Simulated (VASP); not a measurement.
Wanted: the native input for a VASP 6.6.1 run.

```
Task                   : single point
Functional             : LDA
Potentials or basis    : VASP PAW LDA potentials, release 64 (Li_sv)
Cutoff                 : 520 eV
k mesh                 : 14 × 14 × 7
Occupations            : fermi-dirac, width 0.1 eV
Spin                   : no spin polarisation
Dipole correction      : no
Further INCAR settings : ALGO = Normal; EDIFF = 1e-07; NBANDS = 10
```

The structure of Li lies in POSCAR:

```
Li
1.0
    2.9148616133      0.0000000000      0.0000000000
   -1.4574308067      2.5243442056      0.0000000000
    0.0000000000      0.0000000000      4.7549497198
Li
2
Direct
    0.3333333333      0.6666666667      0.2500000000
    0.6666666667      0.3333333333      0.7500000000
```

This cell differs from its parent crystal: volume scaled by 0.92.

The input as run:

INCAR

```
PREC = Accurate
ENCUT = 520
EDIFF = 1E-7
ISMEAR = -1
SIGMA = 0.1
LREAL = False
LASPH = True
NELM = 60
ALGO = Normal
ISIF = 2
LWAVE = False
LCHARG = True
GGA = CA
LELF = True
LVHAR = True
NBANDS = 10
```

KPOINTS

```
Automatic mesh
0
Gamma
  14 14 7
```

Potentials or basis: VASP PAW LDA potentials, release 64 (Li_sv).

Launch:

```console
$ cat potpaw_LDA.64/Li_sv/POTCAR > POTCAR
$ mpirun -np 1 vasp_std > vasp.out
```

It gave:

```yaml
Band_gap_on_the_k_mesh: zero (band 3 reaches 2.94 eV, above the bottom of band 4 at -1.13 eV)
```

It took 45 s on 1 thread of AMD EPYC 7R13, on a shared host, peak memory 0.12 GiB.
